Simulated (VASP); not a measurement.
# LiBiO (P6_3/mmc) in VASP: further runs

The runs below take LiBiO through single point, relaxation of cell and atoms, with PBE.

All numbers are computed with VASP 6.6.1; they aren't measurements. Logs are shortened: lines on timing, memory, paths and dates and some standing lists are left out, and cuts for length are marked.

## 1. The cell of the first run

It takes space group P6_3/mmc (No. 194, hexagonal). The conventional cell has a = 4.779 Å, b = 4.779 Å, c = 5.112 Å, α = 90.00°, β = 90.00°, γ = 120.00°. Li (site symmetry -3m) has 2 Li at 2.56 Å and 6 Bi at 3.04 Å and 6 O at 3.04 Å within 3.4 Å. Within 3.4 Å of Bi (site symmetry -6m2) lie 5 O at 2.56 to 2.76 Å and 6 Li at 3.04 Å. Within 3.4 Å of O (site symmetry -6m2) lie 5 Bi at 2.56 to 2.76 Å and 6 Li at 3.04 Å.

## 2. Single point, PBE

INCAR reads:

```
ALGO = Normal
EDIFF = 1E-6
ENCUT = 520
GGA = PE
ISIF = 2
ISMEAR = 0
LASPH = T
LCHARG = T
LELF = T
LREAL = F
LVHAR = T
LWAVE = F
NBANDS = 33
NELM = 60
PREC = Accurate
SIGMA = 0.1
```

KPOINTS reads:

```
k-points
0
Gamma
  12 12 8
```

POSCAR reads:

```
LiBiO
1.0
    4.7792964411      0.0000000000      0.0000000000
   -2.3896482206      4.1389921302      0.0000000000
    0.0000000000      0.0000000000      5.1122800220
Li Bi O
2 2 2
Direct
    0.0000000000      0.0000000000      0.0000000000
    0.0000000000      0.0000000000      0.5000000000
    0.3333333333      0.6666666667      0.2500000000
    0.6666666667      0.3333333333      0.7500000000
    0.3333333333      0.6666666667      0.7500000000
    0.6666666667      0.3333333333      0.2500000000
```

Potentials or basis: VASP PAW PBE potentials, release 64 (Li_sv, Bi_d, O).

Run with:

```sh
cat potpaw_PBE.64/Li_sv/POTCAR potpaw_PBE.64/Bi_d/POTCAR potpaw_PBE.64/O/POTCAR > POTCAR
mpirun -np 1 vasp_std > vasp.out
```

OUTCAR:

```text
EDIFF = 1E-6
   ENCUT = 520
   GGA = PE
   ISIF = 2
   ISMEAR = 0
   LASPH = T
   LREAL = F
   NELM = 60
   PREC = Accurate

 ion  position               nearest neighbor table
   1  0.000  0.000  0.000-   2 2.56   2 2.56   4 3.04   3 3.04   4 3.04   3 3.04   4 3.04   3 3.04

   2  0.000  0.000  0.500-   1 2.56   1 2.56   4 3.04   3 3.04   4 3.04   3 3.04   4 3.04   3 3.04

   3  0.333  0.667  0.250-   5 2.56   5 2.56   6 2.76   6 2.76   6 2.76   1 3.04   2 3.04   2 3.04
                             1 3.04   2 3.04   1 3.04   4 3.76   4 3.76   4 3.76   4 3.76   4 3.76
   4  0.667  0.333  0.750-   6 2.56   6 2.56   5 2.76   5 2.76   5 2.76   1 3.04   2 3.04   1 3.04
                             2 3.04   1 3.04   2 3.04   3 3.76   3 3.76   3 3.76   3 3.76   3 3.76
   5  0.333  0.667  0.750-   3 2.56   3 2.56   4 2.76   4 2.76   4 2.76
   6  0.667  0.333  0.250-   4 2.56   4 2.56   3 2.76   3 2.76   3 2.76

  LATTYP: Found a hexagonal cell.
 ALAT       =     4.7792964411
 C/A-ratio  =     1.0696720919

  Lattice vectors:

 A1 = (   4.7792964411,   0.0000000000,   0.0000000000)
 A2 = (  -2.3896482206,   4.1389921302,   0.0000000000)
 A3 = (   0.0000000000,   0.0000000000,   5.1122800220)

Analysis of symmetry for initial positions (statically):
=====================================================================
 Subroutine PRICEL returns:
 Original cell was already a primitive cell.

 Routine SETGRP: Setting up the symmetry group for a
 hexagonal supercell.

 Subroutine GETGRP returns: Found 24 space group operations
 (whereof 12 operations were pure point group operations)
 out of a pool of 24 trial point group operations.

The static configuration has the point symmetry D_3d.
 The point group associated with its full space group is D_6h.

Analysis of symmetry for dynamics (positions and initial velocities):
=====================================================================
 Subroutine PRICEL returns:
 Original cell was already a primitive cell.

 Routine SETGRP: Setting up the symmetry group for a
 hexagonal supercell.

 Subroutine GETGRP returns: Found 24 space group operations
 (whereof 12 operations were pure point group operations)
 out of a pool of 24 trial point group operations.

The dynamic configuration has the point symmetry D_3d.
 The point group associated with its full space group is D_6h.

 Subroutine INISYM returns: Found 24 space group operations
 (whereof 12 operations are pure point group operations),
 and found     1 'primitive' translations

----------------------------------------------------------------------------------------

                                     Primitive cell

  volume of cell :     101.1284

  direct lattice vectors                    reciprocal lattice vectors
     4.779296441  0.000000000  0.000000000     0.209235818  0.120802356  0.000000000
    -2.389648221  4.138992130  0.000000000     0.000000000  0.241604712  0.000000000
     0.000000000  0.000000000  5.112280022     0.000000000  0.000000000  0.195607439

  length of vectors
     4.779296441  4.779296441  5.112280022     0.241604712  0.241604712  0.195607439

  position of ions in fractional coordinates (direct lattice)
     0.000000000  0.000000000  0.000000000
     0.000000000  0.000000000  0.500000000
     0.333333333  0.666666667  0.250000000
     0.666666667  0.333333333  0.750000000
     0.333333333  0.666666667  0.750000000
     0.666666667  0.333333333  0.250000000

  ion indices of the primitive-cell ions
   primitive index   ion index
                 1           1
                 2           2
                 3           3
                 4           4
                 5           5
                 6           6

----------------------------------------------------------------------------------------

 KPOINTS: k-points

Automatic generation of k-mesh.
 Grid dimensions read from file:
 generate k-points for:   12   12    8

 Generating k-lattice:

  Cartesian coordinates                     Fractional coordinates (reciprocal lattice)
     0.017436318  0.010066863  0.000000000     0.083333333  0.000000000  0.000000000
     0.000000000  0.020133726  0.000000000     0.000000000  0.083333333  0.000000000
     0.000000000  0.000000000  0.024450930     0.000000000  0.000000000  0.125000000

  Length of vectors
     0.020133726  0.020133726  0.024450930

  Shift w.r.t. Gamma in fractional coordinates (k-lattice)
     0.000000000  0.000000000  0.000000000

 Subroutine IBZKPT returns following result:
 ===========================================

 Found     95 irreducible k-points:

 Following reciprocal coordinates:
            Coordinates               Weight
  0.000000  0.000000  0.000000      1.000000
  0.083333 -0.000000  0.000000      6.000000
  0.166667 -0.000000  0.000000      6.000000
  0.250000 -0.000000  0.000000      6.000000
  0.333333  0.000000  0.000000      6.000000
  0.416667 -0.000000  0.000000      6.000000
[... 16 lines left out ...]
  0.250000 -0.000000  0.125000     12.000000
  0.333333  0.000000  0.125000     12.000000
 [... further k-points ...]
   k-points           NKPTS =     95   k-points in BZ     NKDIM =     95   number of bands    NBANDS=     33
   number of dos      NEDOS =    301   number of ions     NIONS =      6
   total plane-waves  NPLWV =  51840
   dimension x,y,z NGX =    36 NGY =   36 NGZ =   40
   dimension x,y,z NGXF=    72 NGYF=   72 NGZF=   80
   ions per type =               2   2   2
   NGX,Y,Z   is equivalent  to a cutoff of  12.52, 12.52, 13.01 a.u.
   NGXF,Y,Z  is equivalent  to a cutoff of  25.04, 25.04, 26.02 a.u.
 SYSTEM =  unknown system
   PREC   = accura    normal or accurate (medium, high low for compatibility)
   ISTART =      0    job   : 0-new  1-cont  2-samecut
   ICHARG =      2    charge: 1-file 2-atom 10-const
   ISPIN  =      1    spin polarized calculation?
   LNONCOLLINEAR =      F non collinear calculations
   LSORBIT =      F    spin-orbit coupling
   LASPH  =      T    aspherical Exc in radial PAW
   ENCUT  =  520.0 eV  38.22 Ry    6.18 a.u.   8.89  8.89  9.51*2*pi/ulx,y,z
   NELM   =     60;   NELMIN=  2; NELMDL= -5     # of ELM steps
   EDIFF  = 0.1E-05   stopping-criterion for ELM
   LREAL  =      F    real-space projection
   EDIFFG = 0.1E-04   stopping-criterion for IOM
   NSW    =      0    number of steps for IOM
   IBRION =     -1    ionic relax: 0-MD 1-quasi-New 2-CG
   NFREE  =      0    steps in history (QN), initial steepest desc. (CG)
   ISIF   =      2    stress and relaxation
   ISYM   =      2    0-nonsym 1-usesym 2-fastsym
   POTIM  = 0.5000    time-step for ionic-motion
   TEBEG  =    0.0;   TEEND  =   0.0 temperature during run
   PSTRESS=    0.0 pullay stress
   NELECT =      48.0000    total number of electrons
   NUPDOWN=      -1.0000    fix difference up-down
   EMIN   =  10.00;   EMAX   =-10.00  energy-range for DOS
   EFERMI =   0.00;   METHOD = LEGACY
   ISMEAR =     0;   SIGMA  =   0.10  broadening in eV -4-tet -1-fermi 0-gaus
   EFERMI_NEDOS =   21; number of points for ismear=-14 and -15
   IALGO  =     38    algorithm
   IMIX   =      4    mixing-type and parameters
     AMIX     =   0.40;   BMIX     =  1.00
     AMIX_MAG =   1.60;   BMIX_MAG =  1.00
  volume/ion in A,a.u.               =      16.85       113.74
  Fermi-wavevector in a.u.,A,eV,Ry     =   1.277019  2.413217 22.188091  1.630779
  Thomas-Fermi vector in A             =   2.409643
   LORBIT       =      0    0 simple, 1 ext, 2 COOP (PROOUT), +10 PAW based schemes
   GGA     = PE    functional components
   LHFCALC =     F    Hartree Fock is set to
   AEXX    =    0.0000 exact exchange contribution
   IVDW    =     0    specifies the selected vdW correction
   LEPSILON=     F    determine dielectric tensor
   LRPA    =     F    only Hartree local field effects (RPA)
 non-spin polarized calculation
 Gauss-broadening in eV      SIGMA  =   0.10
  energy-cutoff  :      520.00
  volume of cell :      101.13
 maximum number of plane-waves:      2747
 NGX is ok and might be reduce to    36
   NGX = 17   NGY = 17   NGZ = 19

 number of electron      48.0000010 magnetization

 Free energy of the ion-electron system (eV)
  ---------------------------------------------------
  ext. energy  EPLUGINS =         0.00000000
  ---------------------------------------------------
  free energy    TOTEN  =       -23.42328645 eV

  energy without entropy =      -23.41646267  energy(sigma->0) =      -23.41987456

 E-fermi :   6.1731     XC(G=0): -10.0293

 val. band max:        6.1699855379   @ k =   0.0833  -0.0000   0.5000
 cond. band min:       6.1738067514   @ k =   0.1667  -0.0000   0.1250
 fundamental gap:      0.0038212135
 Fermi energy:         6.1730746519

 k-point     1 :       0.0000    0.0000    0.0000
  band No.  band energies     occupation
      1     -40.7931      2.00000
      2     -40.7533      2.00000
      3     -17.0369      2.00000
      4     -16.9833      2.00000
      5     -16.9833      2.00000
      6     -16.9344      2.00000
[... 25 lines left out ...]
     32      12.2446      0.00000
     33      13.8181      0.00000

 k-point     2 :       0.0833   -0.0000    0.0000
  band No.  band energies     occupation
      1     -40.7931      2.00000
      2     -40.7533      2.00000
      3     -17.0356      2.00000
      4     -16.9840      2.00000
      5     -16.9828      2.00000
      6     -16.9364      2.00000
[... 25 lines left out ...]
     32      12.1221      0.00000
     33      13.8385      0.00000
[... 754 lines left out ...]
     32      12.1888      0.00000
     33      12.7337      0.00000

 k-point    24 :       0.3333    0.0000    0.1250
  band No.  band energies     occupation
      1     -40.7916      2.00000
      2     -40.7548      2.00000
      3     -17.0116      2.00000
      4     -16.9884      2.00000
      5     -16.9749      2.00000
      6     -16.9556      2.00000
[... 25 lines left out ...]
     32      12.2019      0.00000
     33      12.7340      0.00000

 [... further k-points ...]

------------------------ aborting loop because EDIFF is reached ----------------------------------------

  FORCE on cell =-STRESS in cart. coord.  units (eV):
  Direction    XX          YY          ZZ          XY          YZ          ZX
  --------------------------------------------------------------------------------------
  -------------------------------------------------------------------------------------
  Total       -0.0851886     -0.0851886     -0.0472745      0.0000000      0.0000000      0.0000000
  in kB       -1.3496435     -1.3496435     -0.7489704      0.0000000      0.0000000      0.0000000
  external PRESSURE =      -1.1494192 kB  Pullay stress =       0.0000000 kB

 VOLUME and BASIS-vectors are now :
 -----------------------------------------------------------------------------
  energy-cutoff  :      520.00
  volume of cell :      101.13
      direct lattice vectors                 reciprocal lattice vectors
     4.779296441  0.000000000  0.000000000     0.209235818  0.120802356  0.000000000
    -2.389648221  4.138992130  0.000000000     0.000000000  0.241604712  0.000000000
     0.000000000  0.000000000  5.112280022     0.000000000  0.000000000  0.195607439

 POSITION                                       TOTAL-FORCE (eV/Angst)
 -----------------------------------------------------------------------------------
      0.00000      0.00000      0.00000        -0.000000      0.000000     -0.000000
      0.00000      0.00000      2.55614        -0.000000      0.000000     -0.000000
     -0.00000      2.75933      1.27807        -0.000000      0.000000     -0.000000
      2.38965      1.37966      3.83421         0.000000     -0.000000      0.000000
     -0.00000      2.75933      3.83421         0.000000      0.000000     -0.000000
      2.38965      1.37966      1.27807        -0.000000     -0.000000     -0.000000
 -----------------------------------------------------------------------------------
    total drift:                               -0.000000      0.000000     -0.000000

  FREE ENERGIE OF THE ION-ELECTRON SYSTEM (eV)
  ---------------------------------------------------
  free  energy   TOTEN  =       -23.4232864544 eV

  energy  without entropy=      -23.4164626672  energy(sigma->0) =      -23.41987456
```

It took 94 s on 1 thread of Intel Xeon 6975P-C (Granite Rapids), shared host; peak memory 0.4 GiB.

What came out:

```
Free energy            : -23.4233 eV
Band gap on the k mesh : zero (band 24 reaches 6.29 eV, above the bottom of band 25 at 6.09 eV)
```

Caveat: the cutoff is under 1.25 times the usual one of these potentials, so pressure, stress and relaxed cells hold a basis-set (Pulay) error; spin-orbit coupling is left out, which moves the levels of the heavy elements.

## 3. Relaxation of cell and atoms, PBE

This run uses another cell than the first one, of 16.24 Å³/atom, 0.963 times its volume.

INCAR reads:

```
SYSTEM = LiBiO
PREC = Accurate
ENCUT = 600
EDIFF = 1E-7
ISMEAR = 0
SIGMA = 0.1
LREAL = .FALSE.
LASPH = .TRUE.
NELM = 80
ALGO = Normal
ISIF = 3
LWAVE = .FALSE.
LCHARG = .FALSE.
GGA = PE
IBRION = 2
NSW = 100
EDIFFG = -0.01
```

KPOINTS reads:

```
Automatic mesh
0
G
  12 12 8
  0 0 0
```

POSCAR: that of step 2 with these lines changed.

```diff
@@ -2,5 +2,5 @@
 1.0
-    4.7792964411      0.0000000000      0.0000000000
-   -2.3896482206      4.1389921302      0.0000000000
-    0.0000000000      0.0000000000      5.1122800220
+    4.4725012333      0.0000000000      0.0000000000
+   -2.2362506167      3.8732996865      0.0000000000
+    0.0000000000      0.0000000000      5.6234137315
 Li Bi O
```

Potentials or basis: VASP PAW PBE potentials, release 64 (Li_sv, Bi_d, O).

Run with:

```sh
cat potpaw_PBE.64/Li_sv/POTCAR potpaw_PBE.64/Bi_d/POTCAR potpaw_PBE.64/O/POTCAR > POTCAR
mpirun -np 1 vasp_std > vasp.out
```

Run time: 15 min. Hardware: 1 thread of Intel Xeon 6975P-C (Granite Rapids), shared host; peak memory 0.44 GiB.

It converged, with:

```
Free energy                            : -23.4220 eV
Relaxed volume                         : 16.83 Å³/atom
Relaxed cell                           : a = 4.775 Å, b = 4.775 Å, c = 5.114 Å, α = 90.00°, β = 90.00°, γ = 120.00°
Space group after relaxing (to 0.05 Å) : P6_3/mmc (No. 194)
Energy gained by relaxing              : 57.3 meV/atom
Ionic steps                            : 11
Pressure after relaxing                : 0.0 GPa
Band gap on the k mesh                 : zero (band 24 reaches 6.31 eV, above the bottom of band 25 at 6.10 eV)
```

The path:
```tsv
step	energy change (eV)	largest force (eV/Å)	pressure (GPa)	volume (Å³)
1	0.0000	0.0000	3.32	97.42
2	-0.1556	0.0000	-0.57	102.18
3	-0.1842	0.0000	-2.90	105.92
4	-0.3075	0.0000	-2.03	104.01
5	-0.3372	0.0000	-1.17	102.84
6	-0.3380	0.0000	-0.96	102.61
7	-0.3379	0.0000	-1.02	102.68
8	-0.3440	0.0000	0.08	100.81
9	-0.3441	0.0000	-0.04	101.00
10	-0.3441	0.0000	-0.06	101.04
11	-0.3441	0.0000	-0.02	101.00
```

Final structure:
```
CELL_PARAMETERS angstrom
4.77541 0.00000 0.00000
-2.38771 4.13563 0.00000
0.00000 0.00000 5.11403
ATOMIC_POSITIONS crystal
Li 0.00000 0.00000 0.00000
Li 0.00000 0.00000 0.50000
Bi 0.33333 0.66667 0.25000
Bi 0.66667 0.33333 0.75000
O 0.33333 0.66667 0.75000
O 0.66667 0.33333 0.25000
```

Levels at points of the mesh, in eV from the Fermi level:
```
           k point  band 21  band 22  band 23  band 24  band 25  band 26  band 27  band 28
(0.00, 0.00, 0.00)    -3.19    -3.19    -0.37    -0.37     1.22     1.22     2.34     2.58
(0.50, 0.00, 0.00)    -3.28    -2.78    -0.51    -0.42     1.13     2.06     2.57     2.99
(0.00, 0.00, 0.50)    -2.47    -2.47    -0.09    -0.09    -0.09    -0.09     0.51     0.51
(0.50, 0.00, 0.50)    -2.29    -2.29    -1.18    -1.18     1.03     1.03     1.18     1.18
```

Caveat: the cutoff is under 1.25 times the usual one of these potentials, so pressure, stress and relaxed cells hold a basis-set (Pulay) error; spin-orbit coupling is left out, which moves the levels of the heavy elements.
